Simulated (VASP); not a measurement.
Write the native input for VASP 6.6.1 that does the following.

```
Task                   : single point
Functional             : r2SCAN
Potentials or basis    : VASP PAW PBE potentials, release 64 (Cu)
Cutoff                 : 520 eV
k mesh                 : 20 × 20 × 20
Occupations            : gaussian, width 0.1 eV
Spin                   : no spin polarisation
Dipole correction      : no
Further INCAR settings : ALGO = Normal; EDIFF = 1e-06; NBANDS = 12
```

Cu:

```
Cu
1.0
     0.00000    1.80750    1.80750
     1.80750    0.00000    1.80750
     1.80750    1.80750    0.00000
Cu
1
Direct
  0.00000 0.00000 0.00000
```

The input as run:

POSCAR

```
Cu
1.0
    0.0000000000      1.8075000000      1.8075000000
    1.8075000000      0.0000000000      1.8075000000
    1.8075000000      1.8075000000      0.0000000000
Cu
1
Direct
    0.0000000000      0.0000000000      0.0000000000
```

INCAR.step1

```
PREC     = Accurate       # precision mode
ENCUT    = 520            # plane-wave cutoff, eV
ISMEAR   = 0              # smearing method
SIGMA    = 0.1            # smearing width, eV
LREAL    = False          # projectors in reciprocal space
LASPH    = True           # aspherical terms in the spheres
NELM     = 80             # most SCF steps
NBANDS   = 12             # bands
GGA      = PE             # functional
ALGO     = Normal         # electronic algorithm
EDIFF    = 1E-4           # SCF threshold, eV
LWAVE    = True           # write WAVECAR
LCHARG   = False          # write CHGCAR
```

INCAR.step2

```
PREC     = Accurate       # precision mode
ENCUT    = 520            # plane-wave cutoff, eV
EDIFF    = 1E-6           # SCF threshold, eV
ISMEAR   = 0              # smearing method
SIGMA    = 0.1            # smearing width, eV
LREAL    = False          # projectors in reciprocal space
LASPH    = True           # aspherical terms in the spheres
NELM     = 80             # most SCF steps
ALGO     = Normal         # electronic algorithm
ISIF     = 2              # what is computed and relaxed
LWAVE    = False          # write WAVECAR
LCHARG   = True           # write CHGCAR
METAGGA  = R2SCAN         # meta-GGA
LMIXTAU  = True         
LELF     = True           # ELF
LVHAR    = True         
NBANDS   = 12             # bands
ISTART   = 1
```

KPOINTS

```
Automatic mesh
0
Gamma
  20 20 20
```

Potentials or basis: VASP PAW PBE potentials, release 64 (Cu).

Launch:

```bash
$ cat potpaw_PBE.64/Cu/POTCAR > POTCAR
$ cp INCAR.step1 INCAR
$ mpirun -np 1 vasp_std > vasp.out
$ cp INCAR.step2 INCAR
$ mpirun -np 1 vasp_std > vasp.out
```

It gave:

| Item | Value |
| --- | --- |
| Pressure | -4.2 GPa |

Caveat: the PAW data sets were made with another functional, which shifts forces and pressure a little.

Run time: 55 s on 1 thread of Intel(R) Xeon(R) 6975P-C (Granite Rapids) (shared host), peak memory 0.15 GiB.
